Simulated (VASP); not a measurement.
# TaN: single point with PBE

The system is TaN.

```xyz
2
Lattice="0.0000 2.2064 2.2064 2.2064 0.0000 2.2064 2.2064 2.2064 0.0000" Properties=species:S:1:pos:R:3 pbc="T T T"
Ta    2.2064    2.2064    2.2064
N     0.0000    0.0000    0.0000
```

```yaml
Program: VASP 6.6.1
Task: single point
Functional: PBE
Potentials_or_basis: VASP PAW PBE potentials, release 64 (Ta_pv, N)
Cutoff: 520 eV
k_mesh: 16 × 16 × 16
Occupations: gaussian, width 0.1 eV
Spin: no spin polarisation
Dipole_correction: no
Further_INCAR_settings: ALGO = Normal; EDIFF = 1e-07; NBANDS = 15
```

- Pressure: 1.8 GPa
- Band gap on the k mesh: zero (band 8 reaches 11.30 eV, above the bottom of band 9 at 7.35 eV)

Levels at points of the mesh, in eV from the Fermi level:
| k point | band 4 | band 5 | band 6 | band 7 | band 8 | band 9 | band 10 | band 11 | band 12 | band 13 |
| --- | --- | --- | --- | --- | --- | --- | --- | --- | --- | --- |
| (0.00, 0.00, 0.00) | -18.77 | -3.79 | -3.79 | -3.79 | -2.07 | -2.07 | -2.07 | 0.07 | 0.07 | 1.44 |
| (0.50, 0.00, 0.00) | -15.81 | -10.28 | -7.50 | -7.50 | 1.88 | 1.88 | 1.97 | 3.80 | 7.43 | 7.43 |
| (0.50, 0.50, 0.00) | -17.52 | -6.62 | -5.39 | -4.61 | -4.61 | 2.09 | 3.49 | 3.49 | 4.43 | 6.70 |

Wall time 31 s on 1 thread of Intel(R) Xeon(R) 6975P-C (Granite Rapids), on a shared host, peak memory 0.17 GiB.

Caveat: spin-orbit coupling is left out, which moves the levels of the heavy elements.
